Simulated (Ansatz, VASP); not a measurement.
**Two plane-wave programs on Sb**

Contents of INCAR:

```
PREC     = Accurate       # precision mode
ENCUT    = 520            # plane-wave cutoff, eV
EDIFF    = 1E-7           # SCF threshold, eV
ISMEAR   = -1             # smearing method
SIGMA    = 0.05           # smearing width, eV
LREAL    = F              # projectors in reciprocal space
LASPH    = T              # aspherical terms in the spheres
NELM     = 60             # most SCF steps
ALGO     = Normal         # electronic algorithm
ISIF     = 2              # what is computed and relaxed
LWAVE    = F              # write WAVECAR
LCHARG   = F              # write CHGCAR
GGA      = PS             # functional
NBANDS   = 12             # bands
```

File KPOINTS:

```
regular mesh
0
Gamma
  5 5 3
```

Contents of POSCAR:

```
Sb
1.0
    3.3545324186      0.0000000000      0.0000000000
   -1.6772662093      2.9051102923      0.0000000000
    0.0000000000      0.0000000000      5.4701606500
Sb
2
Direct
    0.6666666667      0.3333333333      0.7500000000
    0.3333333333      0.6666666667      0.2500000000
```

input.yaml

```yaml
crystal:
  lattice:
    - [3.3545324186, 0.0, 0.0]
    - [-1.6772662093, 2.9051102923, 0.0]
    - [0.0, 0.0, 5.47016065]
  atoms:
    - { symbol: Sb, position: [0.6666666667, 0.3333333333, 0.75] }
    - { symbol: Sb, position: [0.3333333333, 0.6666666667, 0.25] }
hamiltonian:
  xc: pbesol
  pseudopotentials: { kind: paw }
kpoints:
  mp_grid: { grid: [5, 5, 3] }
scf:
  occupations: { method: fermi_dirac, width: 0.05 }
  n_extra_bands: 6
output:
  forces: true
  stress: true
  eigenvalues: true
  dos: { projected: true, de: 0.05, nscf_kmesh: { grid: [8, 8, 5] } }
  write_density: true
  write_potential: true
  elf: true
  volumetric_format: npy
```

Alike in both runs: functional PBEsol; k mesh 5 × 5 × 3; occupations fermi-dirac, width 0.05 eV; no spin polarisation.

|  | VASP | Ansatz |
| --- | --- | --- |
| version | VASP 6.6.1 | Ansatz 0.2.0 |
| potentials or method | VASP PAW PBE potentials, release 64 (Sb) | Ansatz PAW |
| plane-wave cutoff (eV) | 520 | 420 |
| valence electrons in the cell | 10 | 30 |
| task | single point | projected density of states |

|  | VASP | Ansatz | Ansatz less VASP |
| --- | --- | --- | --- |
| gap on the k mesh at the Fermi level (eV) | none | none | - |
| pressure (GPa) | -2.6 | -2.5 | +0.03 |
| traceless stress, the component that is largest in VASP (GPa) | 3.26 | 3.24 | -0.019 |

VASP's potentials were made for PBE, not for PBEsol. A gap of «none» marks a metal or a gap that the smearing closes. VASP's potentials hold 10 valence electrons a cell and Ansatz's 30, so a difference there can come from the potentials and not from the codes.

The k mesh is coarse, so the values compare programs but aren't converged. Spin-orbit coupling is off throughout.
